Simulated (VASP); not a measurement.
# C (Fd-3m) in VASP: further runs

Runs on C. Level: PBE. Tasks: single point.

Everything below comes from runs of VASP 6.6.1. Logs are shortened: lines on timing, memory, paths and dates and some standing lists are left out, and cuts for length are marked.

### 1 The cell of the first run

The structure is cubic, space group Fd-3m (No. 227). Conventional cell: a = 3.550 Å, b = 3.550 Å, c = 3.550 Å, α = 90.00°, β = 90.00°, γ = 90.00°. C (site symmetry -43m) has 4 C at 1.54 Å within 2.0 Å.

### 2 Single point, PBE

The input, INCAR:

```
PREC = Accurate
ENCUT = 600
EDIFF = 1E-6
ISMEAR = 0
SIGMA = 0.05
LREAL = F
LASPH = T
NELM = 120
ALGO = Normal
ISIF = 2
LWAVE = F
LCHARG = F
GGA = PE
NBANDS = 11
GGA_COMPAT = F
```

The input, KPOINTS:

```
Automatic mesh
0
Gamma
  16 16 16
```

The input, POSCAR:

```
C
1.0
    0.0000000000      1.7750000000      1.7750000000
    1.7750000000      0.0000000000      1.7750000000
    1.7750000000      1.7750000000      0.0000000000
C
2
Direct
    0.7500000000      0.7500000000      0.7500000000
    0.5000000000      0.5000000000      0.5000000000
```

Potentials or basis: VASP PAW PBE potentials, release 64 (C).

Command:

```console
cat potpaw_PBE.64/C/POTCAR > POTCAR
mpirun -np 1 vasp_std > vasp.out
```

OUTCAR:

```text
PREC = Accurate
   ENCUT = 600
   EDIFF = 1E-6
   ISMEAR = 0
   LREAL = F
   LASPH = T
   NELM = 120
   ISIF = 2
   GGA = PE

 ion  position               nearest neighbor table
   1  0.750  0.750  0.750-   2 1.54   2 1.54   2 1.54   2 1.54
   2  0.500  0.500  0.500-   1 1.54   1 1.54   1 1.54   1 1.54

  LATTYP: Found a face centered cubic cell.
 ALAT       =     3.5500000000

  Lattice vectors:

 A1 = (   0.0000000000,   1.7750000000,   1.7750000000)
 A2 = (   1.7750000000,   0.0000000000,   1.7750000000)
 A3 = (   1.7750000000,   1.7750000000,   0.0000000000)

Analysis of symmetry for initial positions (statically):
=====================================================================
 Subroutine PRICEL returns:
 Original cell was already a primitive cell.

 Routine SETGRP: Setting up the symmetry group for a
 face centered cubic supercell.

 Subroutine GETGRP returns: Found 48 space group operations
 (whereof 24 operations were pure point group operations)
 out of a pool of 48 trial point group operations.

The static configuration has the point symmetry T_d .
 The point group associated with its full space group is O_h .

Analysis of symmetry for dynamics (positions and initial velocities):
=====================================================================
 Subroutine PRICEL returns:
 Original cell was already a primitive cell.

 Routine SETGRP: Setting up the symmetry group for a
 face centered cubic supercell.

 Subroutine GETGRP returns: Found 48 space group operations
 (whereof 24 operations were pure point group operations)
 out of a pool of 48 trial point group operations.

The dynamic configuration has the point symmetry T_d .
 The point group associated with its full space group is O_h .

 Subroutine INISYM returns: Found 48 space group operations
 (whereof 24 operations are pure point group operations),
 and found     1 'primitive' translations

----------------------------------------------------------------------------------------

                                     Primitive cell

  volume of cell :      11.1847

  direct lattice vectors                    reciprocal lattice vectors
     0.000000000  1.775000000  1.775000000    -0.281690141  0.281690141  0.281690141
     1.775000000  0.000000000  1.775000000     0.281690141 -0.281690141  0.281690141
     1.775000000  1.775000000  0.000000000     0.281690141  0.281690141 -0.281690141

  length of vectors
     2.510229073  2.510229073  2.510229073     0.487901636  0.487901636  0.487901636

  position of ions in fractional coordinates (direct lattice)
     0.750000000  0.750000000  0.750000000
     0.500000000  0.500000000  0.500000000

  ion indices of the primitive-cell ions
   primitive index   ion index
                 1           1
                 2           2

----------------------------------------------------------------------------------------

 KPOINTS: Automatic mesh

Automatic generation of k-mesh.
 Grid dimensions read from file:
 generate k-points for:   16   16   16

 Generating k-lattice:

  Cartesian coordinates                     Fractional coordinates (reciprocal lattice)
    -0.017605634  0.017605634  0.017605634     0.062500000  0.000000000  0.000000000
     0.017605634 -0.017605634  0.017605634     0.000000000  0.062500000  0.000000000
     0.017605634  0.017605634 -0.017605634     0.000000000  0.000000000  0.062500000

  Length of vectors
     0.030493852  0.030493852  0.030493852

  Shift w.r.t. Gamma in fractional coordinates (k-lattice)
     0.000000000  0.000000000  0.000000000

 Subroutine IBZKPT returns following result:
 ===========================================

 Found    145 irreducible k-points:

 Following reciprocal coordinates:
            Coordinates               Weight
  0.000000  0.000000  0.000000      1.000000
  0.062500  0.000000  0.000000      8.000000
  0.125000  0.000000  0.000000      8.000000
  0.187500  0.000000  0.000000      8.000000
  0.250000  0.000000  0.000000      8.000000
  0.312500  0.000000  0.000000      8.000000
[... 16 lines left out ...]
 -0.125000  0.062500  0.000000     24.000000
 -0.062500  0.062500  0.000000     12.000000
 [... further k-points ...]
   k-points           NKPTS =    145   k-points in BZ     NKDIM =    145   number of bands    NBANDS=     11
   number of dos      NEDOS =    301   number of ions     NIONS =      2
   total plane-waves  NPLWV =   8000
   dimension x,y,z NGX =    20 NGY =   20 NGZ =   20
   dimension x,y,z NGXF=    40 NGYF=   40 NGZF=   40
   ions per type =               2
   NGX,Y,Z   is equivalent  to a cutoff of  13.25, 13.25, 13.25 a.u.
   NGXF,Y,Z  is equivalent  to a cutoff of  26.49, 26.49, 26.49 a.u.
 SYSTEM =  unknown system
   PREC   = accura    normal or accurate (medium, high low for compatibility)
   ISTART =      0    job   : 0-new  1-cont  2-samecut
   ICHARG =      2    charge: 1-file 2-atom 10-const
   ISPIN  =      1    spin polarized calculation?
   LNONCOLLINEAR =      F non collinear calculations
   LSORBIT =      F    spin-orbit coupling
   LASPH  =      T    aspherical Exc in radial PAW
   ENCUT  =  600.0 eV  44.10 Ry    6.64 a.u.   5.01  5.01  5.01*2*pi/ulx,y,z
   NELM   =    120;   NELMIN=  2; NELMDL= -5     # of ELM steps
   EDIFF  = 0.1E-05   stopping-criterion for ELM
   LREAL  =      F    real-space projection
   EDIFFG = 0.1E-04   stopping-criterion for IOM
   NSW    =      0    number of steps for IOM
   IBRION =     -1    ionic relax: 0-MD 1-quasi-New 2-CG
   NFREE  =      0    steps in history (QN), initial steepest desc. (CG)
   ISIF   =      2    stress and relaxation
   ISYM   =      2    0-nonsym 1-usesym 2-fastsym
   POTIM  = 0.5000    time-step for ionic-motion
   TEBEG  =    0.0;   TEEND  =   0.0 temperature during run
   PSTRESS=    0.0 pullay stress
   NELECT =       8.0000    total number of electrons
   NUPDOWN=      -1.0000    fix difference up-down
   EMIN   =  10.00;   EMAX   =-10.00  energy-range for DOS
   EFERMI =   0.00;   METHOD = LEGACY
   ISMEAR =     0;   SIGMA  =   0.05  broadening in eV -4-tet -1-fermi 0-gaus
   EFERMI_NEDOS =   21; number of points for ismear=-14 and -15
   IALGO  =     38    algorithm
   IMIX   =      4    mixing-type and parameters
     AMIX     =   0.40;   BMIX     =  1.00
     AMIX_MAG =   1.60;   BMIX_MAG =  1.00
  volume/ion in A,a.u.               =       5.59        37.74
  Fermi-wavevector in a.u.,A,eV,Ry     =   1.464074  2.766699 29.164275  2.143514
  Thomas-Fermi vector in A             =   2.580094
   LORBIT       =      0    0 simple, 1 ext, 2 COOP (PROOUT), +10 PAW based schemes
   GGA     = PE    functional components
   LHFCALC =     F    Hartree Fock is set to
   AEXX    =    0.0000 exact exchange contribution
   IVDW    =     0    specifies the selected vdW correction
   LEPSILON=     F    determine dielectric tensor
   LRPA    =     F    only Hartree local field effects (RPA)
 non-spin polarized calculation
 Gauss-broadening in eV      SIGMA  =   0.05
  energy-cutoff  :      600.00
  volume of cell :       11.18
 maximum number of plane-waves:       388
   NGX =  9   NGY =  9   NGZ =  9

 number of electron       7.9999999 magnetization

 Free energy of the ion-electron system (eV)
  ---------------------------------------------------
  ext. energy  EPLUGINS =         0.00000000
  ---------------------------------------------------
  free energy    TOTEN  =       -18.18444251 eV

  energy without entropy =      -18.18444251  energy(sigma->0) =      -18.18444251

 E-fermi :  10.1446     XC(G=0): -13.3217

 val. band max:        9.9337454806   @ k =   0.0000   0.0000   0.0000
 cond. band min:      14.0975051073   @ k =   0.3750   0.3750   0.0000
 fundamental gap:      4.1637596267
 Fermi energy:        10.1446251926

 k-point     1 :       0.0000    0.0000    0.0000
  band No.  band energies     occupation
      1     -11.7334      2.00000
      2       9.9337      2.00000
      3       9.9337      2.00000
      4       9.9337      2.00000
      5      15.5629      0.00000
      6      15.5629      0.00000
      7      15.5629      0.00000
      8      23.5900      0.00000
      9      29.4103      0.00000
     10      36.6254      0.00000
     11      36.6254      0.00000

 k-point     2 :       0.0625    0.0000    0.0000
  band No.  band energies     occupation
      1     -11.6242      2.00000
      2       9.1922      2.00000
      3       9.7414      2.00000
      4       9.7414      2.00000
      5      15.8142      0.00000
      6      15.8142      0.00000
      7      16.0165      0.00000
      8      23.6769      0.00000
      9      29.5974      0.00000
     10      35.0306      0.00000
     11      35.0306      0.00000

 k-point     3 :       0.1250    0.0000    0.0000
  band No.  band energies     occupation
      1     -11.2972      2.00000
      2       7.4924      2.00000
      3       9.2713      2.00000
      4       9.2713      2.00000
      5      16.4341      0.00000
      6      16.4341      0.00000
      7      16.8817      0.00000
      8      23.9328      0.00000
      9      30.0627      0.00000
     10      33.5340      0.00000
     11      33.5340      0.00000

 k-point     4 :       0.1875    0.0000    0.0000
  band No.  band energies     occupation
      1     -10.7545      2.00000
      2       5.4313      2.00000
      3       8.7050      2.00000
      4       8.7050      2.00000
      5      17.1646      0.00000
      6      17.1646      0.00000
      7      17.6537      0.00000
      8      24.3303      0.00000
      9      30.5487      0.00000
     10      32.6373      0.00000
     11      32.6373      0.00000
[... 239 lines left out ...]
 k-point    22 :      -0.1875    0.0625    0.0000
  band No.  band energies     occupation
      1     -10.4305      2.00000
      2       4.7454      2.00000
      3       7.5606      2.00000
      4       8.8824      2.00000
      5      17.0251      0.00000
      6      17.9727      0.00000
      7      18.1575      0.00000
      8      24.2860      0.00000
      9      30.8001      0.00000
     10      31.2415      0.00000
     11      33.2672      0.00000

 k-point    23 :      -0.1250    0.0625    0.0000
  band No.  band energies     occupation
      1     -11.0435      2.00000
      2       6.8084      2.00000
      3       8.1309      2.00000
      4       9.4104      2.00000
      5      16.3433      0.00000
      6      17.1942      0.00000
      7      17.5199      0.00000
      8      23.9944      0.00000
      9      30.3766      0.00000
     10      31.9162      0.00000
     11      33.6131      0.00000

 k-point    24 :      -0.0625    0.0625    0.0000
  band No.  band energies     occupation
      1     -11.4424      2.00000
      2       8.4970      2.00000
      3       8.8441      2.00000
      4       9.7514      2.00000
      5      15.8589      0.00000
      6      16.3975      0.00000
      7      16.6938      0.00000
      8      23.7874      0.00000
      9      29.8838      0.00000
     10      33.2179      0.00000
     11      34.5487      0.00000

 [... further k-points ...]
[... 5 lines left out ...]
  --------------------------------------------------------------------------------------
  -------------------------------------------------------------------------------------
  Total        0.5710067      0.5710067      0.5710067     -0.0000000      0.0000000     -0.0000000
  in kB       81.7949946     81.7949946     81.7949946     -0.0000000      0.0000000     -0.0000000
  external PRESSURE =      81.7949946 kB  Pullay stress =       0.0000000 kB

 VOLUME and BASIS-vectors are now :
 -----------------------------------------------------------------------------
  energy-cutoff  :      600.00
  volume of cell :       11.18
      direct lattice vectors                 reciprocal lattice vectors
     0.000000000  1.775000000  1.775000000    -0.281690141  0.281690141  0.281690141
     1.775000000  0.000000000  1.775000000     0.281690141 -0.281690141  0.281690141
     1.775000000  1.775000000  0.000000000     0.281690141  0.281690141 -0.281690141

 POSITION                                       TOTAL-FORCE (eV/Angst)
 -----------------------------------------------------------------------------------
      2.66250      2.66250      2.66250        -0.000000     -0.000000     -0.000000
      1.77500      1.77500      1.77500         0.000000      0.000000      0.000000
 -----------------------------------------------------------------------------------
    total drift:                                0.000000     -0.000000      0.000000

  FREE ENERGIE OF THE ION-ELECTRON SYSTEM (eV)
  ---------------------------------------------------
  free  energy   TOTEN  =       -18.1844425090 eV

  energy  without entropy=      -18.1844425090  energy(sigma->0) =      -18.18444251
```

Run time: 18 s. Hardware: 1 thread of Intel Xeon 8259CL, shared host; peak memory 0.13 GiB.

What came out:

```yaml
Free_energy: -18.1844 eV
Pressure: 8.2 GPa
Band_gap_on_the_k_mesh: 4.16 eV (least direct gap 5.63 eV)
```

Caveat: the cell stands under pressure. A k mesh can miss the band edges.

### 3 Single point, PBE (5.69 Å³/atom)

This run uses another cell than the first one, of 5.69 Å³/atom.

The input, INCAR:

```
SYSTEM = C
  PREC = Accurate
  ENCUT = 600
  EDIFF = 1E-6
  ISMEAR = 0
  SIGMA = 0.05
  LREAL = .FALSE.
  LASPH = .TRUE.
  NELM = 120
  ALGO = Normal
  ISIF = 2
  LWAVE = .FALSE.
  LCHARG = .FALSE.
  GGA = PE
  NBANDS = 11
  GGA_COMPAT = .FALSE.
```

The input, KPOINTS:

```
Automatic mesh
0
G
  16 16 16
  0 0 0
```

The input, POSCAR:

```
C
1.0
    0.0000000000      1.7856504636      1.7856504636
    1.7856504636      0.0000000000      1.7856504636
    1.7856504636      1.7856504636      0.0000000000
C
2
Direct
    0.7500000000      0.7500000000      0.7500000000
    0.5000000000      0.5000000000      0.5000000000
```

Potentials or basis: VASP PAW PBE potentials, release 64 (C).

Command:

```console
cat potpaw_PBE.64/C/POTCAR > POTCAR
mpirun -np 1 vasp_std > vasp.out
```

It took 21 s on 1 thread of Intel Xeon 8259CL, shared host; peak memory 0.13 GiB.

The run converged. Its results:

```yaml
Free_energy: -18.1905 eV
Pressure: 0.1 GPa
Band_gap_on_the_k_mesh: 4.12 eV (least direct gap 5.58 eV)
```

Levels at points of the mesh, in eV from the valence-band top:
```
           k point  band 2  band 3  band 4  band 5  band 6  band 7
(0.00, 0.00, 0.00)    0.00    0.00    0.00    5.58    5.58    5.58
(0.50, 0.00, 0.00)  -13.33   -2.79   -2.79    8.44    8.44    8.80
(0.50, 0.50, 0.00)  -12.74   -6.28   -6.28    4.75    4.75   16.75
```

### 4 Single point, PBE (5.90 Å³/atom)

This run uses another cell than the first one, of 5.90 Å³/atom.

The input, INCAR:

```
SYSTEM = C
PREC = Accurate ; ENCUT = 600
EDIFF = 1E-6 ; ISMEAR = 0
SIGMA = 0.05 ; LREAL = .False.
LASPH = .True. ; NELM = 120
ALGO = Normal ; ISIF = 2
LWAVE = .False. ; LCHARG = .False.
GGA = PE ; NBANDS = 11
GGA_COMPAT = .False.
```

The input, KPOINTS:

```
regular mesh
0
Gamma
  16 16 16
  0 0 0
```

The input, POSCAR:

```
C
1.0
    0.0000000000      1.8065452933      1.8065452933
    1.8065452933      0.0000000000      1.8065452933
    1.8065452933      1.8065452933      0.0000000000
C
2
Direct
    0.7500000000      0.7500000000      0.7500000000
    0.5000000000      0.5000000000      0.5000000000
```

Command:

```console
cat potpaw_PBE.64/C/POTCAR > POTCAR
mpirun -np 1 vasp_std > vasp.out
```

It took 21 s on 1 thread of Intel Xeon 8259CL, shared host; peak memory 0.13 GiB.

It converged, with:

```
Free energy            : -18.1739 eV
Pressure               : -14.2 GPa
Band gap on the k mesh : 4.05 eV (least direct gap 5.48 eV)
```

Levels at points of the mesh, in eV from the valence-band top:
```
           k point  band 1  band 2  band 3  band 4  band 5  band 6  band 7  band 8
(0.00, 0.00, 0.00)  -20.96    0.00    0.00    0.00    5.48    5.48    5.48   12.45
(0.50, 0.00, 0.00)  -15.41  -12.95   -2.70   -2.70    8.30    8.30    8.33   15.33
(0.50, 0.50, 0.00)  -12.49  -12.49   -6.07   -6.07    4.68    4.68   16.22   16.22
```

Caveat: the cell stands under tension.

### 5 Overview

```tsv
cell	gap on the mesh (eV)	pressure (GPa)
a = 2.510 Å, angles 60.0°, 2 atoms	4.16	8.2
a = 2.525 Å, angles 60.0°, 2 atoms	4.12	0.1
a = 2.555 Å, angles 60.0°, 2 atoms	4.05	-14.2
```

Alike in all rows: task single point; level PBE; potentials or basis VASP PAW PBE potentials, release 64 (C); no spin polarisation; k mesh 16 × 16 × 16; cutoff (eV) 600; smearing gaussian 0.05 eV.

Caveats: the cell stands under pressure (at least some runs); the cell stands under tension (at least some runs).

Absolute energies hang on the potentials; compare differences alone.
